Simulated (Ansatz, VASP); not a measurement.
## Al2Cu: VASP beside Ansatz

The input INCAR:

```
SYSTEM = Al2Cu
ALGO = Fast
EDIFF = 1E-6
ENCUT = 520
GGA = CA
ISIF = 2
ISMEAR = 0
LASPH = .TRUE.
LCHARG = .TRUE.
LELF = .TRUE.
LREAL = .FALSE.
LVHAR = .TRUE.
LWAVE = .FALSE.
NBANDS = 16
NELM = 80
PREC = Accurate
SIGMA = 0.15
```

File KPOINTS:

```
k-points
0
G
  14 14 14
  0 0 0
```

The input POSCAR:

```
Al2Cu
1.0
   -1.9946459853      1.9946459853      2.6366493870
    1.9946459853     -1.9946459853      2.6366493870
    2.1550195319      2.1550195319     -2.6366493870
Al Cu
2 1
Direct
    0.7500000000      0.2500000000      0.5000000000
    0.2500000000      0.7500000000      0.5000000000
    0.5000000000      0.5000000000      0.0000000000
```

Input for Ansatz:

```yaml
crystal:
  lattice:
    - [-1.9946459853, 1.9946459853, 2.636649387]
    - [1.9946459853, -1.9946459853, 2.636649387]
    - [2.1550195319, 2.1550195319, -2.636649387]
  atoms:
    - { symbol: Al, position: [0.75, 0.25, 0.5] }
    - { symbol: Al, position: [0.25, 0.75, 0.5] }
    - { symbol: Cu, position: [0.5, 0.5, 0.0] }
basis:
  ecutwfc: 520.0
kpoints:
  mp_grid: { grid: [14, 14, 14] }
hamiltonian:
  xc: lda
  pseudopotentials: { kind: paw, azcp: { folder: soft_1 } }
scf:
  occupations: { method: gaussian, width: 0.15 }
output:
  forces: true
  stress: true
  eigenvalues: true
```

Change from the starting cell: strain +e along x and -e along y -0.0400, strain +e along z and -e/2 along x and y -0.0700.

Alike in both runs: task single point; functional LDA; k mesh 14 × 14 × 14; occupations gaussian, width 0.15 eV; no spin polarisation.

|  | VASP | Ansatz |
| --- | --- | --- |
| version | VASP 6.6.1 | Ansatz 0.2.0 |
| potentials or method | VASP PAW LDA potentials, release 64 (Al, Cu), cutoff 520 eV | scalar-relativistic, plane waves, PAW |
| valence electrons in the cell | 17 | 25 |

|  | VASP | Ansatz | Ansatz less VASP |
| --- | --- | --- | --- |
| gap on the k mesh at the Fermi level (eV) | none | none | - |
| pressure (GPa) | 2.0 | 1.5 | -0.55 |
| traceless stress, the component that is largest in VASP (GPa) | 8.80 | 8.87 | +0.068 |

Ansatz warns that its potentials were made for another functional, while VASP's fit it. LDA's correlation is that of Perdew and Zunger in VASP and of Perdew and Wang (1992) in Ansatz. A gap of «none» marks a metal or a gap that the smearing closes. VASP's potentials hold 17 valence electrons a cell and Ansatz's 25, so a difference there can come from the potentials and not from the codes.
